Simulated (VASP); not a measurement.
BaTiO3 (Barioperovskite):

```
Ba Ti O
1.0
     3.98550    0.00000    0.00000
     0.00000    2.83690    2.84515
     0.00000   -2.83690    2.84515
Ba Ti O
1 1 3
Cartesian
  0.0000 0.0000 0.0000
  1.9928 0.0000 2.9157
  0.0000 0.0000 2.7735
  1.9928 -1.3804 4.2594
  1.9928 1.3804 4.2594
```

Program: VASP 6.6.1. Alike in all runs: task single point; level PBEsol+U; potentials or basis VASP PAW PBE potentials, release 64 (Ba_sv, Ti_sv, O); no spin polarisation; cell as given; k mesh 3 × 3 × 3; cutoff (eV) 520; smearing gaussian 0.01 eV.

Task: Order these runs on this cell by their pressure, lowest first.
A. U Ti d U = 5.0 eV
B. U Ti d U = 3.0 eV
C. U Ti d U = 7.0 eV
D. U Ti d U = 1.0 eV

Result: D (-1.1 GPa), B (0.6 GPa), A (2.3 GPa), C (4.0 GPa).

Caveats: all runs use coarse meshes; the PAW data sets were made with another functional, which shifts forces and pressure a little.
